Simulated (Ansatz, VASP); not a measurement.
# SnSe2 in VASP and in Ansatz

```
CELL_PARAMETERS angstrom
3.79014 0.00000 0.00000
-1.89507 3.28235 0.00000
0.00000 0.00000 5.76795
ATOMIC_POSITIONS crystal
Sn 0.00000 0.00000 0.00000
Se 0.33333 0.66667 0.27500
Se 0.66667 0.33333 0.72500
```

Alike in both runs: functional PBEsol; dispersion D3(BJ); k mesh 12 × 12 × 6; occupations gaussian, width 0.02 eV; no spin polarisation.

Ansatz relaxed the structure, and its values are those at the end. VASP's run is a single point on that final structure, the one shown.

```csv
,VASP,Ansatz
version,VASP 6.6.1,Ansatz 0.2.0
potentials or method,"VASP PAW PBE potentials, release 64 (Sn_d, Se), cutoff 520 eV","scalar-relativistic, plane waves, PAW"
valence electrons in the cell,26,46
```

VASP gave:

```
gap on the k mesh at the Fermi level (eV) : 0.05
least direct gap on the mesh (eV)         : 0.71
pressure (GPa)                            : 0.1
rms of the force components (eV/Å)        : 0.009
```

Q: Estimate Ansatz's values.

A: gap on the k mesh at the Fermi level (eV): 0.06; least direct gap on the mesh (eV): 0.72; pressure (GPa): 0.0; rms of the force components (eV/Å): 0.001.

VASP's potentials were made for PBE, not for PBEsol. VASP's potentials hold 26 valence electrons a cell and Ansatz's 46, so a difference there can come from the potentials and not from the codes.
